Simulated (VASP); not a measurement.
Write the native input for VASP 6.6.1 that does the following.

```yaml
Task: single point
Functional: PBEsol
Potentials_or_basis: VASP PAW PBE potentials, release 64 (Ag, Rh_pv)
Cutoff: 520 eV
k_mesh: 11 × 11 × 6
Occupations: fermi-dirac, width 0.05 eV
Spin: no spin polarisation
Dipole_correction: no
Further_INCAR_settings: ALGO = Normal; EDIFF = 1e-07; NBANDS = 20
```

The structure of AgRh lies in POSCAR:

```
AgRh
1.0
    2.8320645439      0.0000000000      0.0000000000
   -1.4160322720      2.4526398402      0.0000000000
    0.0000000000      0.0000000000      4.9029122571
Ag Rh
1 1
Direct
    0.0000000000      0.0000000000      0.5000000000
    0.6666666667      0.3333333333      0.0000000000
```

This cell differs from its parent crystal: volume scaled by 1.06.

One way to write it, as run:

INCAR

```
PREC = Accurate ; ENCUT = 520
EDIFF = 1E-7 ; ISMEAR = -1
SIGMA = 0.05 ; LREAL = False
LASPH = True ; NELM = 100
ALGO = Normal ; ISIF = 2
LWAVE = False ; LCHARG = False
GGA = PS ; NBANDS = 20
```

KPOINTS

```
regular mesh
0
Gamma
  11 11 6
```

Potentials or basis: VASP PAW PBE potentials, release 64 (Ag, Rh_pv).

Command:

```bash
$ cat potpaw_PBE.64/Ag/POTCAR potpaw_PBE.64/Rh_pv/POTCAR > POTCAR
$ mpirun -np 1 vasp_std > vasp.out
```

It gave:

```yaml
Pressure: -17.1 GPa
Band_gap_on_the_k_mesh: zero (band 13 reaches 8.75 eV, above the bottom of band 14 at 7.57 eV)
```

Caveat: the PAW data sets were made with another functional, which shifts forces and pressure a little.

Wall time 20 s on 1 thread of Intel(R) Xeon(R) Platinum 8375C CPU @ 2.90GHz (Ice Lake) (shared host), peak memory 0.18 GiB.
